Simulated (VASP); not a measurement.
Set up this calculation in VASP 6.6.1, as the native input.

| Property | Result |
| --- | --- |
| Task | single point |
| Functional | PBE |
| Potentials or basis | VASP PAW PBE potentials, release 64 (Zn, S) |
| Cutoff | 520 eV |
| k mesh | 12 × 12 × 6 |
| Occupations | gaussian, width 0.02 eV |
| Spin | no spin polarisation |
| Dipole correction | no |
| Further INCAR settings | ALGO = Normal; EDIFF = 1e-06; NBANDS = 26 |

The structure of ZnS lies in POSCAR:

```
ZnS
1.0
    3.8454929595      0.0000000000      0.0000000000
   -1.9227464798      3.3302945930      0.0000000000
    0.0000000000      0.0000000000      6.3053333914
Zn S
2 2
Direct
    0.3333333333      0.6666666667      0.0052197924
    0.6666666667      0.3333333333      0.5052197924
    0.3333333333      0.6666666667      0.3797802076
    0.6666666667      0.3333333333      0.8797802076
```

One way to write it, as run:

INCAR

```
SYSTEM = ZnS
PREC = Accurate
ENCUT = 520
EDIFF = 1E-6
ISMEAR = 0
SIGMA = 0.02
LREAL = .FALSE.
LASPH = .TRUE.
NELM = 60
ALGO = Normal
ISIF = 2
LWAVE = .FALSE.
LCHARG = .TRUE.
GGA = PE
LELF = .TRUE.
LVHAR = .TRUE.
NBANDS = 26
```

KPOINTS

```
Automatic mesh
0
G
  12 12 6
  0 0 0
```

Potentials or basis: VASP PAW PBE potentials, release 64 (Zn, S).

Command:

```bash
$ cat potpaw_PBE.64/Zn/POTCAR potpaw_PBE.64/S/POTCAR > POTCAR
$ mpirun -np 1 vasp_std > vasp.out
```

Results of the run:

The pressure is 0.1 GPa and the band gap on the k mesh is 2.08 eV, direct.

It took 110 s on 1 thread of AMD EPYC 9R14 (Zen 4), on a shared host, peak memory 0.25 GiB.
